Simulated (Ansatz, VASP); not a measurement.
One calculation of NaCl, two programs

Contents of INCAR:

```
PREC     = Accurate       # precision mode
ENCUT    = 600            # plane-wave cutoff, eV
EDIFF    = 1E-7           # SCF threshold, eV
ISMEAR   = -1             # smearing method
SIGMA    = 0.05           # smearing width, eV
LREAL    = F              # projectors in reciprocal space
LASPH    = T              # aspherical terms in the spheres
NELM     = 60             # most SCF steps
ALGO     = Normal         # electronic algorithm
ISIF     = 3              # what is computed and relaxed
LWAVE    = F              # write WAVECAR
LCHARG   = F              # write CHGCAR
GGA      = PE             # functional
IVDW     = 13             # dispersion correction
IBRION   = 2              # ionic algorithm
NSW      = 80             # ionic steps
EDIFFG   = -0.005         # ionic threshold
```

KPOINTS

```
Automatic mesh
0
Gamma
  8 8 8
```

File POSCAR:

```
NaCl
1.0
    0.0000000000      2.7940632177      2.7940632177
    2.7940632177      0.0000000000      2.7940632177
    2.7940632177      2.7940632177      0.0000000000
Cl Na
1 1
Direct
    0.5000000000      0.5000000000      0.5000000000
    0.0000000000      0.0000000000      0.0000000000
```

Contents of input.yaml:

```yaml
crystal:
  lattice:
    - [0.0, 2.7940632177, 2.7940632177]
    - [2.7940632177, 0.0, 2.7940632177]
    - [2.7940632177, 2.7940632177, 0.0]
  atoms:
    - { symbol: Cl, position: [0.5, 0.5, 0.5] }
    - { symbol: Na, position: [0.0, 0.0, 0.0] }
kpoints:
  mp_grid: { grid: [8, 8, 8] }
scf:
  occupations: { method: fermi_dirac, width: 0.05 }
hamiltonian:
  xc: pbe
  dispersion: d4
  pseudopotentials: { kind: all_electron, lapw: { basis_error: 0.001 } }
output:
  forces: true
  stress: true
relax:
  f_tol: 0.005
  max_steps: 60
  cell: {}
```

Alike in both runs: task relaxation of cell and atoms; functional PBE; dispersion D4; k mesh 8 × 8 × 8; occupations fermi-dirac, width 0.05 eV; no spin polarisation.

|  | VASP | Ansatz |
| --- | --- | --- |
| version | VASP 6.6.1 | Ansatz 0.2.0 |
| potentials or method | VASP PAW PBE potentials, release 64 (Cl, Na_pv), cutoff 600 eV | all-electron LAPW, scalar-relativistic |

|  | VASP | Ansatz | Ansatz less VASP |
| --- | --- | --- | --- |
| relaxed volume (Å³/atom) | 22.40 | 22.38 | -0.021 |
| relaxed length of the cell vector where the two differ most in proportion (Å) | 3.987 | 3.986 | -0.0013 |

Ansatz ran all-electron here, and VASP with PAW potentials.
